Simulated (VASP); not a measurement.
# ScSi2 (P6/mmm) in VASP: further runs

The runs below take ScSi2 through relaxation of the atoms, with PBE.

Everything below comes from runs of VASP 6.6.1. Logs are shortened: lines on timing, memory, paths and dates and some standing lists are left out, and cuts for length are marked.

## (1) The cell of the first run

The structure is hexagonal, space group P6/mmm (No. 191). The conventional cell has a = 3.733 Å, b = 3.733 Å, c = 3.870 Å, α = 90.00°, β = 90.00°, γ = 120.00°. Within 3.8 Å of Sc (site symmetry 6/mmm) lie 12 Si at 2.90 Å and 6 Sc at 3.73 Å. Si (site symmetry -6m2) has 3 Si at 2.16 Å and 6 Sc at 2.90 Å within 2.9 Å.

## (2) Relaxation of the atoms, PBE

File INCAR:

```
PREC     = Accurate       # precision mode
ENCUT    = 520            # plane-wave cutoff, eV
EDIFF    = 1E-7           # SCF threshold, eV
ISMEAR   = -1             # smearing method
SIGMA    = 0.05           # smearing width, eV
LREAL    = F              # projectors in reciprocal space
LASPH    = T              # aspherical terms in the spheres
NELM     = 80             # most SCF steps
ALGO     = Normal         # electronic algorithm
ISIF     = 2              # what is computed and relaxed
LWAVE    = F              # write WAVECAR
LCHARG   = F              # write CHGCAR
GGA      = PE             # functional
IBRION   = 2              # ionic algorithm
NSW      = 60             # ionic steps
EDIFFG   = -0.01          # ionic threshold
```

File KPOINTS:

```
regular mesh
0
Gamma
  7 7 6
```

File POSCAR:

```
ScSi2
1.0
    3.7332000000      0.0000000000      0.0000000000
   -1.8666000000      3.2330460375      0.0000000000
    0.0000000000      0.0000000000      3.8700000000
Sc Si
1 2
Direct
    0.0000000000      0.0000000000      0.0000000000
    0.6666666667      0.3333333333      0.5000000000
    0.3333333333      0.6666666667      0.5000000000
```

Potentials or basis: VASP PAW PBE potentials, release 64 (Sc_sv, Si).

Command:

```console
> cat potpaw_PBE.64/Sc_sv/POTCAR potpaw_PBE.64/Si/POTCAR > POTCAR
> mpirun -np 1 vasp_std > vasp.out
```

OUTCAR:

```text
PREC = Accurate
   ENCUT = 520
   EDIFF = 1E-7
   ISMEAR = -1
   LREAL = F
   LASPH = T
   NELM = 80
   ISIF = 2
   GGA = PE
   IBRION = 2
   NSW = 60
   EDIFFG = -0.01

 ion  position               nearest neighbor table
   1  0.000  0.000  0.000-   2 2.90   3 2.90   2 2.90   3 2.90   2 2.90   2 2.90   3 2.90   3 2.90
                             2 2.90   2 2.90   3 2.90   3 2.90
   2  0.667  0.333  0.500-   3 2.16   3 2.16   3 2.16   1 2.90   1 2.90   1 2.90   1 2.90   1 2.90
                             1 2.90
   3  0.333  0.667  0.500-   2 2.16   2 2.16   2 2.16   1 2.90   1 2.90   1 2.90   1 2.90   1 2.90
                             1 2.90

  LATTYP: Found a hexagonal cell.
 ALAT       =     3.7332000000
 C/A-ratio  =     1.0366441659

  Lattice vectors:

 A1 = (   3.7332000000,   0.0000000000,   0.0000000000)
 A2 = (  -1.8666000000,   3.2330460375,   0.0000000000)
 A3 = (   0.0000000000,   0.0000000000,   3.8700000000)

Analysis of symmetry for initial positions (statically):
=====================================================================
 Subroutine PRICEL returns:
 Original cell was already a primitive cell.

 Routine SETGRP: Setting up the symmetry group for a
 hexagonal supercell.

 Subroutine GETGRP returns: Found 24 space group operations
 (whereof 24 operations were pure point group operations)
 out of a pool of 24 trial point group operations.

The static configuration has the point symmetry D_6h.

Analysis of symmetry for dynamics (positions and initial velocities):
=====================================================================
 Subroutine PRICEL returns:
 Original cell was already a primitive cell.

 Routine SETGRP: Setting up the symmetry group for a
 hexagonal supercell.

 Subroutine GETGRP returns: Found 24 space group operations
 (whereof 24 operations were pure point group operations)
 out of a pool of 24 trial point group operations.

The dynamic configuration has the point symmetry D_6h.

 Subroutine INISYM returns: Found 24 space group operations
 (whereof 24 operations are pure point group operations),
 and found     1 'primitive' translations

----------------------------------------------------------------------------------------

                                     Primitive cell

  volume of cell :      46.7094

  direct lattice vectors                    reciprocal lattice vectors
     3.733200000  0.000000000  0.000000000     0.267866710  0.154652917  0.000000000
    -1.866600000  3.233046037  0.000000000     0.000000000  0.309305834  0.000000000
[... 102 lines left out ...]
   ISMEAR =    -1;   SIGMA  =   0.05  broadening in eV -4-tet -1-fermi 0-gaus
   EFERMI_NEDOS =   21; number of points for ismear=-14 and -15
   IALGO  =     38    algorithm
   IMIX   =      4    mixing-type and parameters
     AMIX     =   0.40;   BMIX     =  1.00
     AMIX_MAG =   1.60;   BMIX_MAG =  1.00
  volume/ion in A,a.u.               =      15.57       105.07
  Fermi-wavevector in a.u.,A,eV,Ry     =   1.212992  2.292223 20.018932  1.471350
  Thomas-Fermi vector in A             =   2.348459
   LORBIT       =      0    0 simple, 1 ext, 2 COOP (PROOUT), +10 PAW based schemes
   GGA     = PE    functional components
   LHFCALC =     F    Hartree Fock is set to
   AEXX    =    0.0000 exact exchange contribution
   IVDW    =     0    specifies the selected vdW correction
   LEPSILON=     F    determine dielectric tensor
   LRPA    =     F    only Hartree local field effects (RPA)
 conjugate gradient relaxation of ions
 non-spin polarized calculation
  energy-cutoff  :      520.00
  volume of cell :       46.71
 maximum number of plane-waves:      1275
 NGX is ok and might be reduce to    28
   NGX = 13   NGY = 13   NGZ = 15

 number of electron      18.9999996 magnetization

 Free energy of the ion-electron system (eV)
  ---------------------------------------------------
  ext. energy  EPLUGINS =         0.00000000
  ---------------------------------------------------
  free energy    TOTEN  =       -17.71911418 eV

  energy without entropy =      -17.71102727  energy(sigma->0) =      -17.71507072

 E-fermi :   8.8482     XC(G=0): -11.0715

 val. band max:        8.8240154039   @ k =   0.1429   0.1429   0.3333
 cond. band min:       8.8794265536   @ k =   0.1429   0.0000   0.5000
 fundamental gap:      0.0554111497
 Fermi energy:         8.8482053326

 k-point     1 :       0.0000    0.0000    0.0000
  band No.  band energies     occupation
      1     -40.8488      2.00000
      2     -19.5248      2.00000
      3     -19.4880      2.00000
      4     -19.4880      2.00000
      5      -4.7565      2.00000
      6       5.3366      2.00000
      7       5.3366      2.00000
      8       5.4866      2.00000
      9       6.9222      2.00000
     10       9.5155      0.00000
     11       9.8156      0.00000
     12       9.8156      0.00000
     13      10.4183      0.00000
[... 354 lines left out ...]
  band No.  band energies     occupation
      1     -40.8381      2.00000
      2     -19.5621      2.00000
      3     -19.5482      2.00000
      4     -19.5369      2.00000
      5      -1.5154      2.00000
      6      -0.1324      2.00000
      7       2.4615      2.00000
      8       4.9822      2.00000
      9       5.8526      2.00000
     10      10.3873      0.00000
     11      10.5163      0.00000
     12      11.0966      0.00000
     13      11.3908      0.00000

 [... further k-points ...]

------------------------ aborting loop because EDIFF is reached ----------------------------------------

  FORCE on cell =-STRESS in cart. coord.  units (eV):
  Direction    XX          YY          ZZ          XY          YZ          ZX
  --------------------------------------------------------------------------------------
  -------------------------------------------------------------------------------------
  Total        7.2203986      7.2203986     -0.1891734      0.0000000     -0.0000000      0.0000000
  in kB      247.6667163    247.6667163     -6.4888310      0.0000000     -0.0000000      0.0000000
  external PRESSURE =     162.9482005 kB  Pullay stress =       0.0000000 kB

 VOLUME and BASIS-vectors are now :
 -----------------------------------------------------------------------------
  energy-cutoff  :      520.00
  volume of cell :       46.71
      direct lattice vectors                 reciprocal lattice vectors
     3.733200000  0.000000000  0.000000000     0.267866710  0.154652917  0.000000000
    -1.866600000  3.233046037  0.000000000     0.000000000  0.309305834  0.000000000
     0.000000000  0.000000000  3.870000000     0.000000000  0.000000000  0.258397933

 POSITION                                       TOTAL-FORCE (eV/Angst)
 -----------------------------------------------------------------------------------
      0.00000      0.00000      0.00000        -0.000000      0.000000      0.000000
      1.86660      1.07768      1.93500        -0.000000      0.000000      0.000000
     -0.00000      2.15536      1.93500         0.000000     -0.000000      0.000000
 -----------------------------------------------------------------------------------
    total drift:                               -0.000000      0.000000      0.000000

  FREE ENERGIE OF THE ION-ELECTRON SYSTEM (eV)
  ---------------------------------------------------
  free  energy   TOTEN  =       -17.7191141780 eV

  energy  without entropy=      -17.7110272662  energy(sigma->0) =      -17.71507072

 reached required accuracy - stopping structural energy minimisation
```

CONTCAR:

```text
ScSi2
   1.00000000000000
     3.7332000000000001    0.0000000000000000    0.0000000000000000
    -1.8666000000000000    3.2330460374999999    0.0000000000000000
     0.0000000000000000    0.0000000000000000    3.8700000000000001
  Sc              Si
     1     2
Direct
     0.0000000000000000    0.0000000000000000    0.0000000000000000
     0.6666666667000030    0.3333333332999970    0.5000000000000000
     0.3333333332999970    0.6666666667000030    0.5000000000000000

  0.00000000E+00  0.00000000E+00  0.00000000E+00
  0.00000000E+00  0.00000000E+00  0.00000000E+00
  0.00000000E+00  0.00000000E+00  0.00000000E+00
```

Wall time 40 s (1 thread of Oxide Virtual Turin-like, shared host); peak memory 0.14 GiB.

What came out:

```
Free energy             : -17.7191 eV
Pressure after relaxing : 16.3 GPa
```

Stress tensor (GPa, compression positive):
```
24.77  0.00  0.00
 0.00 24.77  0.00
 0.00  0.00 -0.65
```

Final structure:
```cif
data_structure
_symmetry_space_group_name_H-M 'P 1'
_symmetry_Int_Tables_number 1
_cell_length_a 3.7332
_cell_length_b 3.7332
_cell_length_c 3.8700
_cell_angle_alpha 90.000
_cell_angle_beta 90.000
_cell_angle_gamma 120.000
_cell_volume 46.71
loop_
_atom_site_label
_atom_site_type_symbol
_atom_site_fract_x
_atom_site_fract_y
_atom_site_fract_z
_atom_site_occupancy
Sc1 Sc 0.00000 0.00000 0.00000 1
Si1 Si 0.66667 0.33333 0.50000 1
Si2 Si 0.33333 0.66667 0.50000 1
```

Caveat: the relaxation stopped at its first step, so nothing moved.

## (3) Relaxation of the atoms, PBE

This run uses another cell than the first one, of 16.19 Å³/atom, 1.040 times its volume.

File INCAR:

```
SYSTEM = ScSi2
ALGO = Normal
EDIFF = 1E-6
EDIFFG = -0.01
ENCUT = 520
GGA = PE
IBRION = 2
ISIF = 2
ISMEAR = -1
LASPH = .True.
LCHARG = .False.
LREAL = .False.
LWAVE = .False.
NELM = 100
NSW = 60
PREC = Accurate
SIGMA = 0.05
```

File KPOINTS:

```
k-points
0
Gamma
  7 7 6
  0 0 0
```

File POSCAR:

```
ScSi2
1.0
    3.8064000000      0.0000000000      0.0000000000
   -1.9032000000      3.2964390970      0.0000000000
    0.0000000000      0.0000000000      3.8700000000
Sc Si
1 2
Direct
    0.0000000000      0.0000000000      0.0000000000
    0.6666666667      0.3333333333      0.5000000000
    0.3333333333      0.6666666667      0.5000000000
```

Potentials or basis: VASP PAW PBE potentials, release 64 (Sc_sv, Si).

Command:

```console
> cat potpaw_PBE.64/Sc_sv/POTCAR potpaw_PBE.64/Si/POTCAR > POTCAR
> mpirun -np 1 vasp_std > vasp.out
```

It took 38 s on 1 thread of Oxide Virtual Turin-like, shared host; peak memory 0.14 GiB.

It converged, with:

* Free energy: -17.9464 eV
* Pressure after relaxing: 9.2 GPa

Stress tensor (GPa, compression positive):
```
14.89  0.00  0.00
 0.00 14.89  0.00
 0.00  0.00 -2.26
```

Final structure:
```yaml
crystal:
  lattice:
    - [3.80640, 0.00000, 0.00000]
    - [-1.90320, 3.29644, 0.00000]
    - [0.00000, 0.00000, 3.87000]
  atoms:
    - { symbol: Sc, position: [0.00000, 0.00000, 0.00000] }
    - { symbol: Si, position: [0.66667, 0.33333, 0.50000] }
    - { symbol: Si, position: [0.33333, 0.66667, 0.50000] }
```

Levels at points of the mesh, in eV from the Fermi level:
| k point | band 5 | band 6 | band 7 | band 8 | band 9 | band 10 | band 11 | band 12 | band 13 |
| --- | --- | --- | --- | --- | --- | --- | --- | --- | --- |
| (0.00, 0.00, 0.00) | -13.29 | -3.49 | -3.49 | -3.11 | -1.73 | 0.23 | 0.92 | 0.92 | 1.54 |
| (0.00, 0.00, 0.50) | -12.42 | -6.96 | -2.62 | -2.62 | -1.15 | -1.15 | 0.29 | 0.29 | 1.52 |

Caveat: the relaxation stopped at its first step, so nothing moved.
